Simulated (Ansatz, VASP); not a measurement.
TaN: VASP beside Ansatz

```
CELL_PARAMETERS angstrom
3.15036 0.00000 0.00000
-1.57518 2.72829 0.00000
0.00000 0.00000 6.10468
ATOMIC_POSITIONS crystal
Ta 0.33333 0.66667 0.02569
Ta 0.66667 0.33333 0.52569
N 0.33333 0.66667 0.34931
N 0.66667 0.33333 0.84931
```

Alike in both runs: functional PBE; k mesh 6 × 6 × 4; occupations gaussian, width 0.1 eV; no spin polarisation.

Ansatz relaxed the structure, and its values are those at the end. VASP's run is a single point on that final structure, the one shown.

```csv
,VASP,Ansatz
version,VASP 6.6.1,Ansatz 0.2.0
potentials or method,"VASP PAW PBE potentials, release 64 (Ta_sv_GW, N), cutoff 700 eV","scalar-relativistic, plane waves, PAW"
valence electrons in the cell,36,36
```

```tsv
	VASP	Ansatz	Ansatz less VASP
gap on the k mesh at the Fermi level (eV)	none	none	-
pressure (GPa)	0.0	0.1	+0.05
rms of the force components (eV/Å)	0.015	0.010	-0.0048
```

A gap of «none» marks a metal or a gap that the smearing closes. The functional is the same, so the differences come from potentials, cutoffs and numerics.

The k mesh is coarse, so the values compare programs but aren't converged. Spin-orbit coupling is off throughout.
